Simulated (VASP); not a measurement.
**Al3GaN4 (an interface model): single point with PBEsol**

Crystal: Al3GaN4 (an interface model).

```xyz
16
Lattice="2.1889 2.1889 0.0000 -2.1889 2.1889 0.0000 0.0000 0.0000 17.7216" Properties=species:S:1:pos:R:3 pbc="T T T"
Ga    0.0000    0.0000    0.0000
Ga    0.0000    2.1889    2.2942
Al    0.0000    0.0000    4.5884
Al    0.0000    0.0000    8.9661
Al    0.0000    0.0000   13.3439
Al    0.0000    2.1889    6.7773
Al    0.0000    2.1889   11.1550
Al    0.0000    2.1889   15.5327
N     1.0944    1.0944    1.1471
N     1.0944    1.0944    5.6829
N     1.0944    1.0944   10.0606
N     1.0944    1.0944   14.4383
N    -1.0944    1.0944    3.4413
N    -1.0944    1.0944    7.8717
N    -1.0944    1.0944   12.2494
N    -1.0944    1.0944   16.6272
```

```
Program             : VASP 6.6.1
Task                : single point
Functional          : PBEsol
Potentials or basis : VASP PAW PBE potentials, release 64 (Ga_d, Al, N)
Cutoff              : 520 eV
k mesh              : 6 × 6 × 1
Occupations         : fermi-dirac, width 0.05 eV
Spin                : no spin polarisation
```

| Quantity | Value |
| --- | --- |
| Pressure | 1.8 GPa |
| Largest force | 1.119 eV/Å |
| Band gap on the k mesh | 2.56 eV, indirect (least direct gap 2.64 eV) |

Forces on the atoms (eV/Å):
```
Ga   0.000  0.000  0.868
Ga   0.000  0.000  0.001
Al   0.000  0.000 -0.886
Al   0.000  0.000  0.002
Al   0.000  0.000  0.010
Al   0.000  0.000  0.007
Al   0.000  0.000  0.002
Al   0.000  0.000  0.027
N    0.000  0.000  0.030
N    0.000  0.000 -0.014
N    0.000  0.000 -0.003
N    0.000  0.000  0.029
N    0.000  0.000  1.052
N    0.000  0.000 -0.004
N    0.000  0.000 -0.004
N    0.000  0.000 -1.119
```

Stress tensor (GPa, compression positive):
```
 2.40 -0.15  0.00
-0.15  2.40  0.00
 0.00  0.00  0.47
```

Levels at points of the mesh, in eV from the valence-band top:
```csv
k point,band 40,band 41,band 42,band 43,band 44,band 45
"(0.00, 0.00, 0.00)",-0.40,-0.02,0.00,2.64,2.99,3.41
"(0.50, 0.00, 0.00)",-0.96,-0.69,-0.46,5.80,5.85,6.80
"(0.00, 0.50, 0.00)",-1.09,-0.53,-0.47,5.82,5.88,6.79
"(0.50, 0.50, 0.00)",-2.56,-2.55,-2.55,2.56,2.65,3.59
```

It took 3.6 min on 1 thread of Intel Xeon 6975P-C, on a shared host, peak memory 0.33 GiB.

Caveat: the PAW data sets were made with another functional, which shifts forces and pressure a little.
